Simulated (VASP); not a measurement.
Write the native input for VASP 6.6.1 that does the following.

```yaml
Task: single point
Functional: PBEsol
Potentials_or_basis: VASP PAW PBE potentials, release 64 (Mg, I)
Cutoff: 520 eV
k_mesh: 6 × 6 × 4
Occupations: gaussian, width 0.02 eV
Spin: no spin polarisation
Dipole_correction: no
Further_INCAR_settings: ALGO = Normal; EDIFF = 1e-06; NBANDS = 15
```

The structure of MgI2 lies in POSCAR:

```
MgI2
1.0
    4.2546472978      0.0000000000      0.0000000000
   -2.1273236489      3.6846326440      0.0000000000
    0.0000000000      0.0000000000      6.8978972189
Mg I
1 2
Direct
    0.0000000000      0.0000000000      0.0000000000
    0.3333333333      0.6666666667      0.7635836933
    0.6666666667      0.3333333333      0.2364163067
```

This cell differs from its parent crystal: biaxial strain in the a-b plane: +3.0 %.

The input as run:

INCAR

```
SYSTEM = MgI2
  PREC = Accurate
  ENCUT = 520
  EDIFF = 1E-6
  ISMEAR = 0
  SIGMA = 0.02
  LREAL = .False.
  LASPH = .True.
  NELM = 80
  ALGO = Normal
  ISIF = 2
  LWAVE = .False.
  LCHARG = .False.
  GGA = PS
  NBANDS = 15
```

KPOINTS

```
regular mesh
0
Gamma
  6 6 4
  0 0 0
```

Potentials or basis: VASP PAW PBE potentials, release 64 (Mg, I).

Command:

```bash
$ cat potpaw_PBE.64/Mg/POTCAR potpaw_PBE.64/I/POTCAR > POTCAR
$ mpirun -np 1 vasp_std > vasp.out
```

Results of the run:

```
Pressure               : -1.1 GPa
Largest force          : 0.041 eV/Å
Band gap on the k mesh : 3.31 eV, direct
```

Caveat: the cell differs from its parent crystal (biaxial strain in the a-b plane: +3.0 %); the PAW data sets were made with another functional, which shifts forces and pressure a little; spin-orbit coupling is left out, which moves the levels of the heavy elements; this functional lacks dispersion, which binds the layers, so the pressure and a relaxed spacing across them are unreliable.

Run time: 58 s on 1 thread of Intel(R) Xeon(R) Platinum 8259CL CPU @ 2.50GHz (Skylake/Cascade Lake) (shared host), peak memory 0.24 GiB.
